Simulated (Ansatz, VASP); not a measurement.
## One calculation of SrCl2, two programs

File POSCAR:

```
SrCl2
1.0
    0.0000000000      3.4855000000      3.7643400000
    3.4855000000      0.0000000000      3.7643400000
    3.4855000000      3.4855000000      0.0000000000
Sr Cl
1 2
Direct
    0.0000000000      0.0000000000      0.0000000000
    0.2500000000      0.2500000000      0.2500000000
    0.7500000000      0.7500000000      0.7500000000
```

Contents of INCAR.step1:

```
SYSTEM = SrCl2
ALGO = Normal ; EDIFF = 1E-4
ENCUT = 520 ; GGA = PE
ISMEAR = 0 ; LASPH = .TRUE.
LCHARG = .FALSE. ; LREAL = .FALSE.
LWAVE = .TRUE. ; NBANDS = 19
NELM = 60 ; PREC = Accurate
SIGMA = 0.05
```

Contents of INCAR.step2:

```
SYSTEM = SrCl2
ALGO = Normal ; EDIFF = 1E-7
ENCUT = 520 ; ISIF = 2
ISMEAR = 0 ; ISTART = 1
LASPH = .TRUE. ; LCHARG = .FALSE.
LMIXTAU = .TRUE. ; LREAL = .FALSE.
LWAVE = .FALSE. ; METAGGA = R2SCAN
NBANDS = 19 ; NELM = 60
PREC = Accurate ; SIGMA = 0.05
```

The input KPOINTS:

```
k-points
0
G
  6 6 6
  0 0 0
```

Input for Ansatz:

```yaml
crystal:
  lattice:
    - [0.0, 3.4855, 3.76434]
    - [3.4855, 0.0, 3.76434]
    - [3.4855, 3.4855, 0.0]
  atoms:
    - { symbol: Sr, position: [0.0, 0.0, 0.0] }
    - { symbol: Cl, position: [0.25, 0.25, 0.25] }
    - { symbol: Cl, position: [0.75, 0.75, 0.75] }
basis:
  ecutwfc: 500
kpoints:
  mp_grid: { grid: [6, 6, 6] }
hamiltonian:
  xc: r2scan
scf:
  occupations: { method: gaussian, width: 0.05 }
output:
  forces: true
  stress: true
  eigenvalues: true
```

Change from the starting cell: strain +0.000 along x and y, +0.080 along z, atoms carried along.

Alike in both runs: task single point; functional r2SCAN; k mesh 6 × 6 × 6; occupations gaussian, width 0.05 eV; no spin polarisation.

|  | VASP | Ansatz |
| --- | --- | --- |
| version | VASP 6.6.1 | Ansatz 0.2.0 |
| potentials or method | VASP PAW PBE potentials, release 64 (Sr_sv, Cl), cutoff 520 eV | scalar-relativistic, plane waves, PAW |
| valence electrons in the cell | 24 | 24 |

```tsv
	VASP	Ansatz	Ansatz less VASP
gap on the k mesh at the Fermi level (eV)	5.35	5.35	-0.001
least direct gap on the mesh (eV)	5.64	5.64	-0.003
pressure (GPa)	-2.1	-2.1	-0.02
traceless stress, the component that is largest in VASP (GPa)	-2.50	-2.51	-0.011
```

VASP's potentials were made for PBE, not for r2SCAN.
